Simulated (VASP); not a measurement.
SiC, 4 atoms in the cell. Symmetry: P6_3mc, No. 186, hexagonal system. Conventional cell: a = 3.056 Å, b = 3.056 Å, c = 5.016 Å, α = 90.00°, β = 90.00°, γ = 120.00°. Si (site symmetry 3m) has 4 C at 1.66 to 1.96 Å within 2.2 Å. C (site symmetry 3m) has 4 Si at 1.66 to 1.96 Å within 2.2 Å.  This cell differs from its parent crystal: c/a of the conventional cell at fixed volume 1.6413.

* Program: VASP 6.6.1
* Task: single point
* Functional: LDA
* Potentials or basis: VASP PAW LDA potentials, release 64 (Si, C)
* Cutoff: 520 eV
* k mesh: 12 × 12 × 6
* Occupations: gaussian, width 0.05 eV
* Spin: no spin polarisation
* Dipole correction: no
* Further INCAR settings: ALGO = Normal; EDIFF = 1e-06; NBANDS = 16

Potentials or basis: VASP PAW LDA potentials, release 64 (Si, C).

The run is started by

```sh
$ cat potpaw_LDA.64/Si/POTCAR potpaw_LDA.64/C/POTCAR > POTCAR
$ mpirun -np 1 vasp_std > vasp.out
```

Hardware: 1 thread of Intel(R) Xeon(R) 6975P-C (Granite Rapids), with other jobs on the host.

Q: How long does it take, and how much memory?

A: Wall time 18 s on 1 thread of Intel(R) Xeon(R) 6975P-C (Granite Rapids), on a shared host, peak memory 0.16 GiB. Counts: scf iterations 13, k points 76.
